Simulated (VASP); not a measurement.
# LiF (I4/mmm) in VASP: notebook

Runs on LiF. Level: r2SCAN. Tasks: single point.

Program: VASP 6.6.1. These are calculated values, not measurements. Logs are shortened: lines on timing, memory, paths and dates and some standing lists are left out, and cuts for length are marked.

## Step 1: The cell of the first run

It takes space group I4/mmm (No. 139, tetragonal). Conventional cell: a = 2.848 Å, b = 2.848 Å, c = 4.189 Å, α = 90.00°, β = 90.00°, γ = 90.00°. Li (site symmetry 4/mmm) has 6 F at 2.01 to 2.09 Å within 2.7 Å. F (site symmetry 4/mmm) has 6 Li at 2.01 to 2.09 Å within 2.7 Å.

## Step 2: Single point, r2SCAN (strain +0.000 along x and y, +0.040 along z)

Input file POSCAR:

```
LiF
1.0
    0.0000000000      2.0140000000      2.0945600000
    2.0140000000      0.0000000000      2.0945600000
    2.0140000000      2.0140000000      0.0000000000
Li F
1 1
Direct
    0.0000000000      0.0000000000      0.0000000000
    0.5000000000      0.5000000000      0.5000000000
```

Input file INCAR.step1:

```
SYSTEM = LiF
PREC     = Accurate       ! precision mode
ENCUT    = 520            ! plane-wave cutoff, eV
ISMEAR   = 0              ! smearing method
SIGMA    = 0.05           ! smearing width, eV
LREAL    = .FALSE.        ! projectors in reciprocal space
LASPH    = .TRUE.         ! aspherical terms in the spheres
NELM     = 100            ! most SCF steps
NBANDS   = 12             ! bands
GGA      = PE             ! functional
ALGO     = Normal         ! electronic algorithm
EDIFF    = 1E-4           ! SCF threshold, eV
LWAVE    = .TRUE.         ! write WAVECAR
LCHARG   = .FALSE.        ! write CHGCAR
```

Input file INCAR.step2:

```
SYSTEM = LiF
PREC     = Accurate       ! precision mode
ENCUT    = 520            ! plane-wave cutoff, eV
EDIFF    = 1E-6           ! SCF threshold, eV
ISMEAR   = 0              ! smearing method
SIGMA    = 0.05           ! smearing width, eV
LREAL    = .FALSE.        ! projectors in reciprocal space
LASPH    = .TRUE.         ! aspherical terms in the spheres
NELM     = 100            ! most SCF steps
ALGO     = Normal         ! electronic algorithm
ISIF     = 2              ! what is computed and relaxed
LWAVE    = .FALSE.        ! write WAVECAR
LCHARG   = .FALSE.        ! write CHGCAR
METAGGA  = R2SCAN         ! meta-GGA
LMIXTAU  = .TRUE.       
NBANDS   = 12             ! bands
ISTART   = 1
```

Input file KPOINTS:

```
regular mesh
0
G
  10 10 10
  0 0 0
```

Potentials or basis: VASP PAW PBE potentials, release 64 (Li_sv, F).

Run with:

```
> cat potpaw_PBE.64/Li_sv/POTCAR potpaw_PBE.64/F/POTCAR > POTCAR
> cp INCAR.step1 INCAR
> mpirun -np 1 vasp_std > vasp.out
> cp INCAR.step2 INCAR
> mpirun -np 1 vasp_std > vasp.out
```

OUTCAR:

```text
SYSTEM = LiF
   PREC = Accurate
   ENCUT = 520
   EDIFF = 1E-6
   ISMEAR = 0
   LREAL = .FALSE.
   LASPH = .TRUE.
   NELM = 100
   ISIF = 2
   METAGGA = R2SCAN
   ISTART = 1

 ion  position               nearest neighbor table
   1  0.000  0.000  0.000-   2 2.01   2 2.01   2 2.01   2 2.01   2 2.09   2 2.09
   2  0.500  0.500  0.500-   1 2.01   1 2.01   1 2.01   1 2.01   1 2.09   1 2.09

  LATTYP: Found a body centered tetragonal cell.
 ALAT       =     2.8482261146
 C/A-ratio  =     1.4707821049

  Lattice vectors:

 A1 = (  -2.0140000000,   0.0000000000,   2.0945600000)
 A2 = (   2.0140000000,   0.0000000000,   2.0945600000)
 A3 = (   0.0000000000,   2.0140000000,  -2.0945600000)

Analysis of symmetry for initial positions (statically):
=====================================================================
 Subroutine PRICEL returns:
 Original cell was already a primitive cell.

 Routine SETGRP: Setting up the symmetry group for a
 body centered tetragonal supercell.

 Subroutine GETGRP returns: Found 16 space group operations
 (whereof 16 operations were pure point group operations)
 out of a pool of 16 trial point group operations.

The static configuration has the point symmetry D_4h.

Analysis of symmetry for dynamics (positions and initial velocities):
=====================================================================
 Subroutine PRICEL returns:
 Original cell was already a primitive cell.

 Routine SETGRP: Setting up the symmetry group for a
 body centered tetragonal supercell.

 Subroutine GETGRP returns: Found 16 space group operations
 (whereof 16 operations were pure point group operations)
 out of a pool of 16 trial point group operations.

The dynamic configuration has the point symmetry D_4h.

 Subroutine INISYM returns: Found 16 space group operations
 (whereof 16 operations are pure point group operations),
 and found     1 'primitive' translations

----------------------------------------------------------------------------------------

                                     Primitive cell

  volume of cell :      16.9919

  direct lattice vectors                    reciprocal lattice vectors
     0.000000000  2.014000000  2.094560000    -0.248262165  0.248262165  0.238713620
     2.014000000  0.000000000  2.094560000     0.248262165 -0.248262165  0.238713620
     2.014000000  2.014000000  0.000000000     0.248262165  0.248262165 -0.238713620

  length of vectors
     2.905749059  2.905749059  2.848226115     0.424561418  0.424561418  0.424561418

  position of ions in fractional coordinates (direct lattice)
     0.000000000  0.000000000  0.000000000
     0.500000000  0.500000000  0.500000000

  ion indices of the primitive-cell ions
   primitive index   ion index
                 1           1
                 2           2

----------------------------------------------------------------------------------------

 KPOINTS: regular mesh

Automatic generation of k-mesh.
 Grid dimensions read from file:
 generate k-points for:   10   10   10

 Generating k-lattice:

  Cartesian coordinates                     Fractional coordinates (reciprocal lattice)
    -0.024826216  0.024826216  0.023871362     0.100000000 -0.000000000  0.000000000
     0.024826216 -0.024826216  0.023871362    -0.000000000  0.100000000  0.000000000
     0.024826216  0.024826216 -0.023871362     0.000000000  0.000000000  0.100000000

  Length of vectors
     0.042456142  0.042456142  0.042456142

  Shift w.r.t. Gamma in fractional coordinates (k-lattice)
     0.000000000  0.000000000  0.000000000

 Subroutine IBZKPT returns following result:
 ===========================================

 Found    102 irreducible k-points:

 Following reciprocal coordinates:
            Coordinates               Weight
  0.000000  0.000000  0.000000      1.000000
  0.100000 -0.000000  0.000000      8.000000
  0.200000 -0.000000  0.000000      8.000000
  0.300000  0.000000  0.000000      8.000000
  0.400000 -0.000000  0.000000      8.000000
  0.500000 -0.000000  0.000000      4.000000
[... 16 lines left out ...]
  0.300000  0.300000  0.000000      2.000000
  0.400000  0.300000  0.000000      8.000000
 [... further k-points ...]
   k-points           NKPTS =    102   k-points in BZ     NKDIM =    102   number of bands    NBANDS=     12
   number of dos      NEDOS =    301   number of ions     NIONS =      2
   total plane-waves  NPLWV =  13824
   dimension x,y,z NGX =    24 NGY =   24 NGZ =   24
   dimension x,y,z NGXF=    48 NGYF=   48 NGZF=   48
   ions per type =               1   1
   NGX,Y,Z   is equivalent  to a cutoff of  13.73, 13.73, 14.01 a.u.
   NGXF,Y,Z  is equivalent  to a cutoff of  27.46, 27.46, 28.02 a.u.
 SYSTEM =  LiF
   PREC   = accura    normal or accurate (medium, high low for compatibility)
   ISTART =      1    job   : 0-new  1-cont  2-samecut
   ICHARG =      0    charge: 1-file 2-atom 10-const
   ISPIN  =      1    spin polarized calculation?
[... 21 lines left out ...]
   EFERMI_NEDOS =   21; number of points for ismear=-14 and -15
   IALGO  =     38    algorithm
   IMIX   =      4    mixing-type and parameters
     AMIX     =   0.40;   BMIX     =  1.00
     AMIX_MAG =   1.60;   BMIX_MAG =  1.00
  volume/ion in A,a.u.               =       8.50        57.33
  Fermi-wavevector in a.u.,A,eV,Ry     =   1.371916  2.592546 25.608261  1.882154
  Thomas-Fermi vector in A             =   2.497570
   LORBIT       =      0    0 simple, 1 ext, 2 COOP (PROOUT), +10 PAW based schemes
   METAGGA = R2SCAN    functional components
   LHFCALC =     F    Hartree Fock is set to
   AEXX    =    0.0000 exact exchange contribution
   IVDW    =     0    specifies the selected vdW correction
   LEPSILON=     F    determine dielectric tensor
   LRPA    =     F    only Hartree local field effects (RPA)
 non-spin polarized calculation
 Gauss-broadening in eV      SIGMA  =   0.05
  energy-cutoff  :      520.00
  volume of cell :       16.99
 maximum number of plane-waves:       475
 NGX is ok and might be reduce to    24
   NGX = 11   NGY = 11   NGZ = 11

 number of electron      10.0000000 magnetization

 Free energy of the ion-electron system (eV)
  ---------------------------------------------------
  ext. energy  EPLUGINS =         0.00000000
  ---------------------------------------------------
  free energy    TOTEN  =       -11.88100451 eV

  energy without entropy =      -11.88100451  energy(sigma->0) =      -11.88100451

 E-fermi :  -1.5040     XC(G=0): -10.3353

 val. band max:       -1.8208401188   @ k =   0.0000   0.0000   0.0000
 cond. band min:       8.0146100755   @ k =   0.0000   0.0000   0.0000
 fundamental gap:      9.8354501943
 Fermi energy:        -1.5040091488

 k-point     1 :       0.0000    0.0000    0.0000
  band No.  band energies     occupation
      1     -44.0150      2.00000
      2     -22.8641      2.00000
      3      -1.8992      2.00000
      4      -1.8992      2.00000
      5      -1.8208      2.00000
      6       8.0146      0.00000
      7      22.9922      0.00000
      8      23.0302      0.00000
      9      23.3407      0.00000
     10      23.3407      0.00000
     11      23.9835      0.00000
     12      23.9840      0.00000

 k-point     2 :       0.1000   -0.0000    0.0000
  band No.  band energies     occupation
      1     -44.0103      2.00000
      2     -22.8289      2.00000
      3      -2.1457      2.00000
      4      -1.9155      2.00000
      5      -1.8710      2.00000
      6       8.3017      0.00000
      7      20.3740      0.00000
      8      21.7799      0.00000
      9      22.3967      0.00000
     10      24.3040      0.00000
     11      24.6459      0.00000
     12      24.9062      0.00000

 k-point     3 :       0.2000   -0.0000    0.0000
  band No.  band energies     occupation
      1     -43.9983      2.00000
      2     -22.7363      2.00000
      3      -2.7884      2.00000
      4      -1.9571      2.00000
      5      -1.9494      2.00000
      6       8.9490      0.00000
      7      17.8734      0.00000
      8      20.2474      0.00000
      9      20.9639      0.00000
     10      25.4830      0.00000
     11      25.8260      0.00000
     12      25.9411      0.00000
[... 286 lines left out ...]
 k-point    23 :       0.3000    0.3000    0.0000
  band No.  band energies     occupation
      1     -43.9782      2.00000
      2     -22.5066      2.00000
      3      -3.6914      2.00000
      4      -2.4626      2.00000
      5      -2.4626      2.00000
      6      10.9932      0.00000
      7      17.1142      0.00000
      8      18.1897      0.00000
      9      20.1431      0.00000
     10      20.1433      0.00000
     11      32.9977      0.00000
     12      34.0874      0.00000

 k-point    24 :       0.4000    0.3000    0.0000
  band No.  band energies     occupation
      1     -43.9694      2.00000
      2     -22.4143      2.00000
      3      -4.0749      2.00000
      4      -2.6603      2.00000
      5      -2.5427      2.00000
      6      11.7754      0.00000
      7      16.0377      0.00000
      8      17.7077      0.00000
      9      19.8886      0.00000
     10      20.8807      0.00000
     11      32.5357      0.00000
     12      34.2010      0.00000

 [... further k-points ...]
[... 5 lines left out ...]
  --------------------------------------------------------------------------------------
  -------------------------------------------------------------------------------------
  Total       -0.4802313     -0.4802313     -0.7031190      0.0000000     -0.0000000      0.0000000
  in kB      -45.2813487    -45.2813487    -66.2975853      0.0000000     -0.0000000      0.0000000
  external PRESSURE =     -52.2867609 kB  Pullay stress =       0.0000000 kB

 VOLUME and BASIS-vectors are now :
 -----------------------------------------------------------------------------
  energy-cutoff  :      520.00
  volume of cell :       16.99
      direct lattice vectors                 reciprocal lattice vectors
     0.000000000  2.014000000  2.094560000    -0.248262165  0.248262165  0.238713620
     2.014000000  0.000000000  2.094560000     0.248262165 -0.248262165  0.238713620
     2.014000000  2.014000000  0.000000000     0.248262165  0.248262165 -0.238713620

 POSITION                                       TOTAL-FORCE (eV/Angst)
 -----------------------------------------------------------------------------------
      0.00000      0.00000      0.00000         0.000000      0.000000     -0.000000
      2.01400      2.01400      2.09456         0.000000      0.000000      0.000000
 -----------------------------------------------------------------------------------
    total drift:                               -0.000000     -0.000000      0.000000

  FREE ENERGIE OF THE ION-ELECTRON SYSTEM (eV)
  ---------------------------------------------------
  free  energy   TOTEN  =       -11.8810045128 eV

  energy  without entropy=      -11.8810045128  energy(sigma->0) =      -11.88100451
```

It took 39 s on 1 thread of Intel Xeon Platinum 8488C (Sapphire Rapids), shared host; peak memory 0.14 GiB.

What came out:

| Item | Value |
| --- | --- |
| Free energy | -11.8810 eV |
| Band gap on the k mesh | 9.84 eV |

Levels at points of the mesh, in eV from the valence-band top:
```csv
k point,band 3,band 4,band 5,band 6,band 7,band 8
"(0.00, 0.00, 0.00)",-0.08,-0.08,0.00,9.84,24.81,24.85
"(0.50, 0.00, 0.00)",-2.42,-0.32,-0.24,11.56,17.59,19.71
"(0.50, 0.50, 0.00)",-2.90,-0.93,-0.93,15.14,17.56,18.52
"(0.50, 0.00, 0.50)",-2.88,-1.15,-0.92,15.87,17.03,18.57
```

Caveat: the cell differs from its parent crystal (strain +0.000 along x and y, +0.040 along z); the cutoff is under 1.25 times the usual one of these potentials, so pressure, stress and relaxed cells hold a basis-set (Pulay) error; the PAW data sets were made with another functional, which shifts forces and pressure a little.

## Step 3: Single point, r2SCAN (strain +0.000 along x and y, +0.080 along z)

Input file POSCAR:

```
LiF
1.0
    0.0000000000      2.0140000000      2.1751200000
    2.0140000000      0.0000000000      2.1751200000
    2.0140000000      2.0140000000      0.0000000000
Li F
1 1
Direct
    0.0000000000      0.0000000000      0.0000000000
    0.5000000000      0.5000000000      0.5000000000
```

Input file INCAR.step1:

```
ALGO = Normal
EDIFF = 1E-4
ENCUT = 520
GGA = PE
ISMEAR = 0
LASPH = T
LCHARG = F
LREAL = F
LWAVE = T
NBANDS = 12
NELM = 100
PREC = Accurate
SIGMA = 0.05
```

Input file INCAR.step2:

```
ALGO = Normal
EDIFF = 1E-6
ENCUT = 520
ISIF = 2
ISMEAR = 0
ISTART = 1
LASPH = T
LCHARG = F
LMIXTAU = T
LREAL = F
LWAVE = F
METAGGA = R2SCAN
NBANDS = 12
NELM = 100
PREC = Accurate
SIGMA = 0.05
```

Input file KPOINTS:

```
k-points
0
Gamma
  10 10 10
```

Potentials or basis: VASP PAW PBE potentials, release 64 (Li_sv, F).

Run with:

```
> cat potpaw_PBE.64/Li_sv/POTCAR potpaw_PBE.64/F/POTCAR > POTCAR
> cp INCAR.step1 INCAR
> mpirun -np 1 vasp_std > vasp.out
> cp INCAR.step2 INCAR
> mpirun -np 1 vasp_std > vasp.out
```

Wall time 36 s (1 thread of Intel Xeon Platinum 8488C (Sapphire Rapids), shared host); peak memory 0.15 GiB.

It converged, with:

```yaml
Free_energy: -11.8507 eV
Band_gap_on_the_k_mesh: 9.46 eV
```

Levels at points of the mesh, in eV from the valence-band top:
```tsv
k point	band 2	band 3	band 4	band 5	band 6	band 7	band 8	band 9
(0.00, 0.00, 0.00)	-20.98	-0.13	-0.13	0.00	9.46	23.75	24.31	24.91
(0.50, 0.00, 0.00)	-20.62	-2.34	-0.37	-0.22	11.34	17.09	19.10	20.45
(0.50, 0.50, 0.00)	-20.47	-2.78	-0.84	-0.84	14.35	17.69	18.03	21.68
(0.50, 0.00, 0.50)	-20.38	-2.76	-1.27	-0.82	15.72	16.70	18.11	20.01
```

Caveat: the cell differs from its parent crystal (strain +0.000 along x and y, +0.080 along z); the cutoff is under 1.25 times the usual one of these potentials, so pressure, stress and relaxed cells hold a basis-set (Pulay) error; the PAW data sets were made with another functional, which shifts forces and pressure a little.

## Step 4: Single point, r2SCAN (strain +0.040 along x and y, +0.000 along z)

Input file POSCAR:

```
LiF
1.0
    0.0000000000      2.0945600000      2.0140000000
    2.0945600000      0.0000000000      2.0140000000
    2.0945600000      2.0945600000      0.0000000000
Li F
1 1
Direct
    0.0000000000      0.0000000000      0.0000000000
    0.5000000000      0.5000000000      0.5000000000
```

Input file INCAR.step1:

```
PREC = Accurate ; ENCUT = 520
ISMEAR = 0 ; SIGMA = 0.05
LREAL = False ; LASPH = True
NELM = 80 ; NBANDS = 12
GGA = PE ; ALGO = Normal
EDIFF = 1E-4 ; LWAVE = True
LCHARG = False
```

Input file INCAR.step2:

```
PREC = Accurate ; ENCUT = 520
EDIFF = 1E-6 ; ISMEAR = 0
SIGMA = 0.05 ; LREAL = False
LASPH = True ; NELM = 80
ALGO = Normal ; ISIF = 2
LWAVE = False ; LCHARG = False
METAGGA = R2SCAN ; LMIXTAU = True
NBANDS = 12 ; ISTART = 1
```

Input file KPOINTS:

```
Automatic mesh
0
Gamma
  10 10 10
```

Run with:

```
> cat potpaw_PBE.64/Li_sv/POTCAR potpaw_PBE.64/F/POTCAR > POTCAR
> cp INCAR.step1 INCAR
> mpirun -np 1 vasp_std > vasp.out
> cp INCAR.step2 INCAR
> mpirun -np 1 vasp_std > vasp.out
```

It took 39 s on 1 thread of Intel Xeon Platinum 8488C (Sapphire Rapids), shared host; peak memory 0.14 GiB.

The run converged. Its results:

| Item | Value |
| --- | --- |
| Free energy | -11.8554 eV |
| Band gap on the k mesh | 9.50 eV |

Levels at points of the mesh, in eV from the valence-band top:
```tsv
k point	band 1	band 2	band 3	band 4	band 5	band 6	band 7	band 8	band 9	band 10
(0.00, 0.00, 0.00)	-42.26	-20.92	-0.10	0.00	0.00	9.50	24.59	24.59	24.61	24.61
(0.50, 0.00, 0.00)	-42.22	-20.57	-2.29	-0.28	-0.21	11.37	17.13	19.39	20.12	30.59
(0.50, 0.50, 0.00)	-42.21	-20.33	-2.69	-0.99	-0.99	15.75	16.67	18.14	20.55	20.55
(0.50, 0.00, 0.50)	-42.22	-20.37	-2.72	-1.00	-0.78	15.03	17.21	18.04	20.81	21.43
```

Caveat: the cell differs from its parent crystal (strain +0.040 along x and y, +0.000 along z); the cutoff is under 1.25 times the usual one of these potentials, so pressure, stress and relaxed cells hold a basis-set (Pulay) error; the PAW data sets were made with another functional, which shifts forces and pressure a little. A k mesh can miss the band edges.

## Step 5: Single point, r2SCAN (strain +0.040 along x and y, +0.080 along z)

Input file POSCAR:

```
LiF
1.0
    0.0000000000      2.0945600000      2.1751200000
    2.0945600000      0.0000000000      2.1751200000
    2.0945600000      2.0945600000      0.0000000000
Li F
1 1
Direct
    0.0000000000      0.0000000000      0.0000000000
    0.5000000000      0.5000000000      0.5000000000
```

Input file INCAR.step1:

```
SYSTEM = LiF
  ALGO = Normal
  EDIFF = 1E-4
  ENCUT = 520
  GGA = PE
  ISMEAR = 0
  LASPH = .TRUE.
  LCHARG = .FALSE.
  LREAL = .FALSE.
  LWAVE = .TRUE.
  NBANDS = 12
  NELM = 100
  PREC = Accurate
  SIGMA = 0.05
```

Input file INCAR.step2:

```
SYSTEM = LiF
  ALGO = Normal
  EDIFF = 1E-6
  ENCUT = 520
  ISIF = 2
  ISMEAR = 0
  ISTART = 1
  LASPH = .TRUE.
  LCHARG = .FALSE.
  LMIXTAU = .TRUE.
  LREAL = .FALSE.
  LWAVE = .FALSE.
  METAGGA = R2SCAN
  NBANDS = 12
  NELM = 100
  PREC = Accurate
  SIGMA = 0.05
```

Input file KPOINTS:

```
k-points
0
G
  10 10 10
  0 0 0
```

Run with:

```
> cat potpaw_PBE.64/Li_sv/POTCAR potpaw_PBE.64/F/POTCAR > POTCAR
> cp INCAR.step1 INCAR
> mpirun -np 1 vasp_std > vasp.out
> cp INCAR.step2 INCAR
> mpirun -np 1 vasp_std > vasp.out
```

Run time: 39 s. Hardware: 1 thread of Intel Xeon Platinum 8488C (Sapphire Rapids), shared host; peak memory 0.14 GiB.

The run converged. Its results:

| Property | Result |
| --- | --- |
| Free energy | -11.7783 eV |
| Band gap on the k mesh | 8.83 eV |

Levels at points of the mesh, in eV from the valence-band top:
| k point | band 3 | band 4 | band 5 | band 6 | band 7 | band 8 |
| --- | --- | --- | --- | --- | --- | --- |
| (0.00, 0.00, 0.00) | -0.07 | -0.07 | 0.00 | 8.83 | 23.29 | 23.73 |
| (0.50, 0.00, 0.00) | -2.10 | -0.27 | -0.21 | 10.95 | 16.20 | 18.76 |
| (0.50, 0.50, 0.00) | -2.44 | -0.79 | -0.79 | 14.11 | 16.93 | 17.02 |
| (0.50, 0.00, 0.50) | -2.44 | -0.97 | -0.77 | 14.75 | 16.46 | 17.11 |

Caveat: the cell differs from its parent crystal (strain +0.040 along x and y, +0.080 along z); the cutoff is under 1.25 times the usual one of these potentials, so pressure, stress and relaxed cells hold a basis-set (Pulay) error; the PAW data sets were made with another functional, which shifts forces and pressure a little. A k mesh can miss the band edges.

## Step 6: Overview

```csv
cell,gap on the mesh (eV)
"a = 2.906, b = 2.906, c = 2.848 Å, angles 60.7, 60.7, 58.7°, 2 atoms",9.84
"a = 2.964, b = 2.964, c = 2.848 Å, angles 61.3, 61.3, 57.4°, 2 atoms",9.46
"a = 2.906, b = 2.906, c = 2.962 Å, angles 59.4, 59.4, 61.3°, 2 atoms",9.50
"a = 3.020, b = 3.020, c = 2.962 Å, angles 60.6, 60.6, 58.7°, 2 atoms",8.83
```

Alike in all rows: task single point; level r2SCAN; potentials or basis VASP PAW PBE potentials, release 64 (Li_sv, F); no spin polarisation; k mesh 10 × 10 × 10; cutoff (eV) 520; smearing gaussian 0.05 eV.

Caveats: the cutoff is under 1.25 times the usual one of these potentials, so pressure, stress and relaxed cells hold a basis-set (Pulay) error; the PAW data sets were made with another functional, which shifts forces and pressure a little.

Total energies depend on the potentials used, so only differences within one code and one set of settings carry meaning.
